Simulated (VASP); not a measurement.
# MnHg in VASP: a series of runs

Runs on MnHg. Level: PBE. Tasks: single point, relaxation of cell and atoms.

Program: VASP 6.6.1. These are calculated values, not measurements. Logs are shortened: lines on timing, memory, paths and dates and some standing lists are left out, and cuts for length are marked.

### 1 The cell of the first run

The structure is cubic, space group Pm-3m (No. 221). Conventional cell: a = 3.324 Å, b = 3.324 Å, c = 3.324 Å, α = 90.00°, β = 90.00°, γ = 90.00°. Within 3.8 Å of Mn (site symmetry m-3m) lie 8 Hg at 2.88 Å and 6 Mn at 3.32 Å. Hg (site symmetry m-3m) has 8 Mn at 2.88 Å and 6 Hg at 3.32 Å within 3.8 Å.

### 2 Single point, PBE, collinear spin, ferromagnetic start

Contents of INCAR:

```
SYSTEM = MnHg
PREC = Accurate
ENCUT = 520
EDIFF = 1E-6
ISMEAR = 0
SIGMA = 0.1
LREAL = .FALSE.
LASPH = .TRUE.
NELM = 150
ALGO = Fast
ISIF = 2
LWAVE = .FALSE.
LCHARG = .FALSE.
ISPIN = 2
MAGMOM = 4 0
LORBIT = 11
LMAXMIX = 4
GGA = PE
NBANDS = 24
```

Contents of KPOINTS:

```
Automatic mesh
0
G
  12 12 12
  0 0 0
```

Contents of POSCAR:

```
MnHg
1.0
    3.3241479773      0.0000000000      0.0000000000
    0.0000000000      3.3241479773      0.0000000000
    0.0000000000      0.0000000000      3.3241400196
Mn Hg
1 1
Direct
    0.5000000000      0.5000000000      0.5000000000
    0.0000000000      0.0000000000      0.0000000000
```

Potentials or basis: VASP PAW PBE potentials, release 64 (Mn_pv, Hg).

Launch:

```sh
$ cat potpaw_PBE.64/Mn_pv/POTCAR potpaw_PBE.64/Hg/POTCAR > POTCAR
$ mpirun -np 1 vasp_std > vasp.out
```

OUTCAR:

```text
SYSTEM = MnHg
   PREC = Accurate
   ENCUT = 520
   EDIFF = 1E-6
   ISMEAR = 0
   LREAL = .FALSE.
   LASPH = .TRUE.
   NELM = 150
   ISIF = 2
   ISPIN = 2
   LORBIT = 11
   GGA = PE

 ion  position               nearest neighbor table
   1  0.500  0.500  0.500-   2 2.88   2 2.88   2 2.88   2 2.88   2 2.88   2 2.88   2 2.88   2 2.88

   2  0.000  0.000  0.000-   1 2.88   1 2.88   1 2.88   1 2.88   1 2.88   1 2.88   1 2.88   1 2.88

  LATTYP: Found a simple cubic cell.
 ALAT       =     3.3241479773

  Lattice vectors:

 A1 = (   3.3241479773,   0.0000000000,   0.0000000000)
 A2 = (   0.0000000000,   3.3241479773,   0.0000000000)
 A3 = (   0.0000000000,   0.0000000000,   3.3241400196)

Analysis of symmetry for initial positions (statically):
=====================================================================
 Subroutine PRICEL returns:
 Original cell was already a primitive cell.

 Routine SETGRP: Setting up the symmetry group for a
 simple cubic supercell.

 Subroutine GETGRP returns: Found 48 space group operations
 (whereof 48 operations were pure point group operations)
 out of a pool of 48 trial point group operations.

The static configuration has the point symmetry O_h .

Analysis of symmetry for dynamics (positions and initial velocities):
=====================================================================
 Subroutine PRICEL returns:
 Original cell was already a primitive cell.

 Routine SETGRP: Setting up the symmetry group for a
 simple cubic supercell.

 Subroutine GETGRP returns: Found 48 space group operations
 (whereof 48 operations were pure point group operations)
 out of a pool of 48 trial point group operations.

The dynamic configuration has the point symmetry O_h .

Analysis of structural, dynamic, and magnetic symmetry:
=====================================================================
 Subroutine PRICEL returns:
 Original cell was already a primitive cell.

 Routine SETGRP: Setting up the symmetry group for a
 simple cubic supercell.

 Subroutine GETGRP returns: Found 48 space group operations
 (whereof 48 operations were pure point group operations)
 out of a pool of 48 trial point group operations.

The overall configuration has the point symmetry O_h .

 Subroutine INISYM returns: Found 48 space group operations
 (whereof 48 operations are pure point group operations),
 and found     1 'primitive' translations

----------------------------------------------------------------------------------------

                                     Primitive cell

  volume of cell :      36.7316

  direct lattice vectors                    reciprocal lattice vectors
     3.324147977  0.000000000  0.000000000     0.300828966  0.000000000  0.000000000
     0.000000000  3.324147977  0.000000000     0.000000000  0.300828966  0.000000000
     0.000000000  0.000000000  3.324140020     0.000000000  0.000000000  0.300829687

  length of vectors
     3.324147977  3.324147977  3.324140020     0.300828966  0.300828966  0.300829687

  position of ions in fractional coordinates (direct lattice)
     0.500000000  0.500000000  0.500000000
     0.000000000  0.000000000  0.000000000

  ion indices of the primitive-cell ions
   primitive index   ion index
                 1           1
                 2           2

----------------------------------------------------------------------------------------

 KPOINTS: Automatic mesh

Automatic generation of k-mesh.
 Grid dimensions read from file:
 generate k-points for:   12   12   12

 Generating k-lattice:

  Cartesian coordinates                     Fractional coordinates (reciprocal lattice)
     0.025069081  0.000000000  0.000000000     0.083333333  0.000000000  0.000000000
     0.000000000  0.025069081  0.000000000     0.000000000  0.083333333  0.000000000
     0.000000000  0.000000000  0.025069141     0.000000000  0.000000000  0.083333333

  Length of vectors
     0.025069081  0.025069081  0.025069141

  Shift w.r.t. Gamma in fractional coordinates (k-lattice)
     0.000000000  0.000000000  0.000000000

 Subroutine IBZKPT returns following result:
 ===========================================

 Found     84 irreducible k-points:

 Following reciprocal coordinates:
            Coordinates               Weight
  0.000000  0.000000  0.000000      1.000000
  0.083333  0.000000  0.000000      6.000000
  0.166667  0.000000  0.000000      6.000000
  0.250000  0.000000  0.000000      6.000000
  0.333333  0.000000  0.000000      6.000000
  0.416667  0.000000  0.000000      6.000000
[... 16 lines left out ...]
  0.333333  0.333333  0.000000     12.000000
  0.416667  0.333333  0.000000     24.000000
 [... further k-points ...]
   k-points           NKPTS =     84   k-points in BZ     NKDIM =     84   number of bands    NBANDS=     24
   number of dos      NEDOS =    301   number of ions     NIONS =      2
   total plane-waves  NPLWV =  21952
   dimension x,y,z NGX =    28 NGY =   28 NGZ =   28
   dimension x,y,z NGXF=    56 NGYF=   56 NGZF=   56
   ions per type =               1   1
   NGX,Y,Z   is equivalent  to a cutoff of  14.00, 14.00, 14.00 a.u.
   NGXF,Y,Z  is equivalent  to a cutoff of  28.01, 28.01, 28.01 a.u.
 SYSTEM =  MnHg
   PREC   = accura    normal or accurate (medium, high low for compatibility)
   ISTART =      0    job   : 0-new  1-cont  2-samecut
   ICHARG =      2    charge: 1-file 2-atom 10-const
   ISPIN  =      2    spin polarized calculation?
   LNONCOLLINEAR =      F non collinear calculations
   LSORBIT =      F    spin-orbit coupling
   LASPH  =      T    aspherical Exc in radial PAW
   ENCUT  =  520.0 eV  38.22 Ry    6.18 a.u.   6.18  6.18  6.18*2*pi/ulx,y,z
   NELM   =    150;   NELMIN=  2; NELMDL= -5     # of ELM steps
   EDIFF  = 0.1E-05   stopping-criterion for ELM
   LREAL  =      F    real-space projection
   EDIFFG = 0.1E-04   stopping-criterion for IOM
   NSW    =      0    number of steps for IOM
   IBRION =     -1    ionic relax: 0-MD 1-quasi-New 2-CG
   NFREE  =      0    steps in history (QN), initial steepest desc. (CG)
   ISIF   =      2    stress and relaxation
   ISYM   =      2    0-nonsym 1-usesym 2-fastsym
   POTIM  = 0.5000    time-step for ionic-motion
   TEBEG  =    0.0;   TEEND  =   0.0 temperature during run
   PSTRESS=    0.0 pullay stress
   NELECT =      25.0000    total number of electrons
   NUPDOWN=      -1.0000    fix difference up-down
   EMIN   =  10.00;   EMAX   =-10.00  energy-range for DOS
   EFERMI =   0.00;   METHOD = LEGACY
   ISMEAR =     0;   SIGMA  =   0.10  broadening in eV -4-tet -1-fermi 0-gaus
   EFERMI_NEDOS =   21; number of points for ismear=-14 and -15
   IALGO  =     68    algorithm
   IMIX   =      4    mixing-type and parameters
     AMIX     =   0.40;   BMIX     =  1.00
     AMIX_MAG =   1.60;   BMIX_MAG =  1.00
  volume/ion in A,a.u.               =      18.37       123.94
  Fermi-wavevector in a.u.,A,eV,Ry     =   1.440041  2.721283 28.214644  2.073718
  Thomas-Fermi vector in A             =   2.558829
   LORBIT       =     11    0 simple, 1 ext, 2 COOP (PROOUT), +10 PAW based schemes
   GGA     = PE    functional components
   LHFCALC =     F    Hartree Fock is set to
   AEXX    =    0.0000 exact exchange contribution
   IVDW    =     0    specifies the selected vdW correction
   LEPSILON=     F    determine dielectric tensor
   LRPA    =     F    only Hartree local field effects (RPA)
 spin polarized calculation
 RMM-DIIS sequential band-by-band and
 Gauss-broadening in eV      SIGMA  =   0.10
  energy-cutoff  :      520.00
  volume of cell :       36.73
 maximum number of plane-waves:      1021
 NGX is ok and might be reduce to    28
   NGX = 13   NGY = 13   NGZ = 13

 number of electron      25.0000006 magnetization       3.9396799

 Free energy of the ion-electron system (eV)
  ---------------------------------------------------
  ext. energy  EPLUGINS =         0.00000000
  ---------------------------------------------------
  free energy    TOTEN  =        -8.49842409 eV

  energy without entropy =       -8.49198733  energy(sigma->0) =       -8.49520571

 E-fermi :   5.4787     XC(G=0): -11.6378

 val. band max:        5.4681569759   @ k =   0.4167   0.2500   0.0833
 cond. band min:       5.4827221498   @ k =   0.4167   0.0000   0.0000
 fundamental gap:      0.0145651739
 Fermi energy:         5.4787269058

 spin component 1

 k-point     1 :       0.0000    0.0000    0.0000
  band No.  band energies     occupation
      1     -44.7470      1.00000
      2     -44.7470      1.00000
      3     -44.7470      1.00000
      4      -4.1372      1.00000
      5      -2.7653      1.00000
      6      -2.7652      1.00000
[... 16 lines left out ...]
     23      22.4488      0.00000
     24      26.0814      0.00000

 k-point     2 :       0.0833    0.0000    0.0000
  band No.  band energies     occupation
      1     -44.7480      1.00000
      2     -44.7469      1.00000
      3     -44.7469      1.00000
      4      -4.0293      1.00000
      5      -2.7470      1.00000
      6      -2.7149      1.00000
[... 16 lines left out ...]
     23      22.4285      0.00000
     24      24.6198      0.00000

 k-point     3 :       0.1667    0.0000    0.0000
  band No.  band energies     occupation
      1     -44.7509      1.00000
      2     -44.7467      1.00000
      3     -44.7467      1.00000
      4      -3.7239      1.00000
      5      -2.6964      1.00000
      6      -2.5570      1.00000
[... 16 lines left out ...]
     23      22.0115      0.00000
     24      22.6291      0.00000
[... 514 lines left out ...]
 k-point    23 :       0.3333    0.3333    0.0000
  band No.  band energies     occupation
      1     -44.7577      1.00000
      2     -44.7575      1.00000
      3     -44.7453      1.00000
      4      -2.7004      1.00000
      5      -2.5482      1.00000
      6      -1.9890      1.00000
[... 16 lines left out ...]
     23      22.9141      0.00000
     24      24.0091      0.00000

 k-point    24 :       0.4167    0.3333    0.0000
  band No.  band energies     occupation
      1     -44.7604      1.00000
      2     -44.7573      1.00000
      3     -44.7451      1.00000
      4      -2.7718      1.00000
      5      -2.5584      1.00000
      6      -2.0425      1.00000
[... 16 lines left out ...]
     23      23.1827      0.00000
     24      24.5101      0.00000

 [... further k-points ...]

 spin component 2

 k-point     1 :       0.0000    0.0000    0.0000
  band No.  band energies     occupation
      1     -40.6710      1.00000
      2     -40.6710      1.00000
      3     -40.6710      1.00000
      4      -3.9205      1.00000
      5      -2.7472      1.00000
      6      -2.7472      1.00000
[... 16 lines left out ...]
     23      22.4689      0.00000
     24      27.0578      0.00000

 k-point     2 :       0.0833    0.0000    0.0000
  band No.  band energies     occupation
      1     -40.6723      1.00000
      2     -40.6709      1.00000
      3     -40.6709      1.00000
      4      -3.8141      1.00000
      5      -2.7333      1.00000
      6      -2.6966      1.00000
[... 16 lines left out ...]
     23      22.4874      0.00000
     24      25.3124      0.00000

 k-point     3 :       0.1667    0.0000    0.0000
  band No.  band energies     occupation
      1     -40.6759      1.00000
      2     -40.6707      1.00000
      3     -40.6707      1.00000
      4      -3.5214      1.00000
      5      -2.6950      1.00000
      6      -2.5289      1.00000
[... 16 lines left out ...]
     23      22.3037      0.00000
     24      23.2800      0.00000
[... 514 lines left out ...]
 k-point    23 :       0.3333    0.3333    0.0000
  band No.  band energies     occupation
      1     -40.6844      1.00000
      2     -40.6840      1.00000
      3     -40.6689      1.00000
      4      -2.6109      1.00000
      5      -2.5137      1.00000
      6      -1.9043      1.00000
[... 16 lines left out ...]
     23      23.6132      0.00000
     24      24.3677      0.00000

 k-point    24 :       0.4167    0.3333    0.0000
  band No.  band energies     occupation
      1     -40.6876      1.00000
      2     -40.6838      1.00000
      3     -40.6686      1.00000
      4      -2.6563      1.00000
      5      -2.5459      1.00000
      6      -1.9653      1.00000
[... 16 lines left out ...]
     23      23.7928      0.00000
     24      25.0597      0.00000

 [... further k-points ...]

------------------------ aborting loop because EDIFF is reached ----------------------------------------

  FORCE on cell =-STRESS in cart. coord.  units (eV):
  Direction    XX          YY          ZZ          XY          YZ          ZX
  --------------------------------------------------------------------------------------
  -------------------------------------------------------------------------------------
  Total        0.0939374      0.0939374      0.0939370     -0.0000000      0.0000000      0.0000000
  in kB        4.0974076      4.0974076      4.0973880     -0.0000000      0.0000000      0.0000000
  external PRESSURE =       4.0974011 kB  Pullay stress =       0.0000000 kB

 VOLUME and BASIS-vectors are now :
 -----------------------------------------------------------------------------
  energy-cutoff  :      520.00
  volume of cell :       36.73
      direct lattice vectors                 reciprocal lattice vectors
     3.324147977  0.000000000  0.000000000     0.300828966  0.000000000  0.000000000
     0.000000000  3.324147977  0.000000000     0.000000000  0.300828966  0.000000000
     0.000000000  0.000000000  3.324140020     0.000000000  0.000000000  0.300829687

 POSITION                                       TOTAL-FORCE (eV/Angst)
 -----------------------------------------------------------------------------------
      1.66207      1.66207      1.66207         0.000000      0.000000      0.000000
      0.00000      0.00000      0.00000         0.000000      0.000000      0.000000
 -----------------------------------------------------------------------------------
    total drift:                                0.000000      0.000000      0.000000

  FREE ENERGIE OF THE ION-ELECTRON SYSTEM (eV)
  ---------------------------------------------------
  free  energy   TOTEN  =        -8.4984240852 eV

  energy  without entropy=       -8.4919873336  energy(sigma->0) =       -8.49520571

 total charge

# of ion       s       p       d       tot
------------------------------------------
    1        0.251   6.171   4.971  11.393
    2        0.816   0.512   9.256  10.584
--------------------------------------------------
tot          1.067   6.683  14.227  21.977

 magnetization (x)

# of ion       s       p       d       tot
------------------------------------------
    1        0.030   0.016   3.806   3.851
    2       -0.042  -0.061   0.048  -0.055
--------------------------------------------------
tot         -0.012  -0.046   3.854   3.795
```

Run time: 74 s. Hardware: 1 thread of Intel Xeon Platinum 8559C (Emerald Rapids), shared host; peak memory 0.25 GiB.

Results:

```yaml
Free_energy: -8.4984 eV
Pressure: 0.4 GPa
Net_moment: 3.94 μB per cell
Site_moments: Mn +3.85; Hg -0.06 μB
Valence_electrons_inside_the_program's_atomic_spheres: Mn 11.39; Hg 10.58
```

Caveat: spin-orbit coupling is left out, which moves the levels of the heavy elements.

[end of part 1 of 2]
